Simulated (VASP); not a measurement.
Wanted: the native input for a VASP 6.6.1 run.

```
Task                   : single point
Functional             : PBE
Dispersion             : D3(BJ)
Potentials or basis    : VASP PAW PBE potentials, release 64 (C)
Cutoff                 : 520 eV
k mesh                 : 4 × 4 × 4
Occupations            : gaussian, width 0.05 eV
Spin                   : no spin polarisation
Dipole correction      : no
Further INCAR settings : LREAL = Auto; ALGO = Normal; EDIFF = 1e-07; NBANDS = 63
```

The structure of C (a cell with a defect) lies in POSCAR:

```
C
1.0
   -3.6975742624     -3.5579924929      3.3485511676
    3.6975742624     -3.5579924929      3.3485511676
    0.0000000000      1.4231969972      6.6971023352
C
23
Direct
    0.9701890986      0.6158489537      0.4676011014
    0.8790392628      0.2048110193      0.6996994577
    0.3818306944      0.7199407393      0.2044927658
    0.6422417295      0.9658222488      0.4459562268
    0.0653589789      0.0101587353      0.2333833339
    0.3222497557      0.3030539276      0.4311313277
    0.5504763229      0.5560891919      0.7063152863
    0.7712028567      0.7969191759      0.9578051545
    0.4399647980      0.1527497417      0.9430120252
    0.2169946751      0.8815590153      0.7013447790
   -0.0821721037      0.3345635426      1.1012985891
    0.7562113152      0.5354955318      0.0892703291
    0.1413834664      0.7738297228      0.3141010397
    0.0596098617      0.3698692152      0.5340190662
    0.5287948593      0.9043456668      0.0301028129
    0.8269838912      0.1084606618      0.2802561400
    0.1813808282      0.2095133261      0.0509173828
    0.4935239542      0.4873566676      0.2530407874
    0.7232735374      0.7142925143      0.5401860891
    0.9564958265      0.9518673867      0.7891584852
    0.6267618155      0.3029625041      0.7796174050
    0.3897841035      0.0506612324      0.5214079286
    0.3112187199      0.6470721503      0.8009823830
```

The input as run:

INCAR

```
PREC = Accurate
ENCUT = 520
EDIFF = 1E-7
ISMEAR = 0
SIGMA = 0.05
LREAL = Auto
LASPH = True
NELM = 60
ALGO = Normal
ISIF = 2
LWAVE = False
LCHARG = False
GGA = PE
IVDW = 12
NBANDS = 63
```

KPOINTS

```
regular mesh
0
Gamma
  4 4 4
```

Potentials or basis: VASP PAW PBE potentials, release 64 (C).

Run with:

```sh
$ cat potpaw_PBE.64/C/POTCAR > POTCAR
$ mpirun -np 1 vasp_std > vasp.out
```

Results of the run:

| Item | Value |
| --- | --- |
| Pressure | 0.2 GPa |
| Largest force | 0.083 eV/Å |
| Band gap on the k mesh | zero (bands 46 and 47 overlap by 0.09 eV) |
| Dispersion energy per atom | -0.146 eV |

It took 28 min on 1 thread of Intel Xeon 8259CL, on a shared host, peak memory 0.5 GiB.
